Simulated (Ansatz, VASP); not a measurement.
## Cu3HAu: VASP beside Ansatz

Contents of INCAR:

```
PREC = Accurate ; ENCUT = 520
EDIFF = 1E-6 ; ISMEAR = 0
SIGMA = 0.1 ; LREAL = F
LASPH = T ; NELM = 60
ALGO = Normal ; ISIF = 2
LWAVE = F ; LCHARG = T
GGA = PE ; LELF = T
LVHAR = T ; NBANDS = 30
```

The input KPOINTS:

```
Automatic mesh
0
Gamma
  6 6 6
```

POSCAR

```
Cu3HAu
1.0
    3.7797894527      0.0000000000      0.0000000000
    0.0000000000      3.7797894527      0.0000000000
    0.0000000000      0.0000000000      3.7797894527
Cu Au H
3 1 1
Direct
    1.0000000000      0.5000000000      0.5000000000
    0.5000000000      1.0000000000      0.5000000000
    0.5000000000      0.5000000000      1.0000000000
    0.0000000000      1.0000000000      1.0000000000
    0.5000000000      0.5000000000      0.5000000000
```

Input for Ansatz:

```yaml
crystal:
  lattice:
    - [3.7797894527, 0.0, 0.0]
    - [0.0, 3.7797894527, 0.0]
    - [0.0, 0.0, 3.7797894527]
  atoms:
    - { symbol: Cu, position: [1.0, 0.5, 0.5] }
    - { symbol: Cu, position: [0.5, 1.0, 0.5] }
    - { symbol: Cu, position: [0.5, 0.5, 1.0] }
    - { symbol: Au, position: [0.0, 1.0, 1.0] }
    - { symbol: H, position: [0.5, 0.5, 0.5] }
basis:
  ecutwfc: 420
kpoints:
  mp_grid: { grid: [6, 6, 6] }
hamiltonian:
  xc: pbe
scf:
  occupations: { method: gaussian, width: 0.1 }
output:
  forces: true
  stress: true
  eigenvalues: true
```

Alike in both runs: task single point; functional PBE; k mesh 6 × 6 × 6; occupations gaussian, width 0.1 eV; no spin polarisation.

|  | VASP | Ansatz |
| --- | --- | --- |
| version | VASP 6.6.1 | Ansatz 0.2.0 |
| potentials or method | VASP PAW PBE potentials, release 64 (Cu, Au, H), cutoff 520 eV | scalar-relativistic, plane waves, PAW |
| valence electrons in the cell | 45 | 77 |

Ansatz gave:

- gap on the k mesh at the Fermi level (eV): none
- pressure (GPa): 7.1

Estimate VASP's values.

gap on the k mesh at the Fermi level (eV): none; pressure (GPa): 7.3.

A gap of «none» marks a metal or a gap that the smearing closes. VASP's potentials hold 45 valence electrons a cell and Ansatz's 77, so a difference there can come from the potentials and not from the codes.

Neither program's run includes spin-orbit coupling.
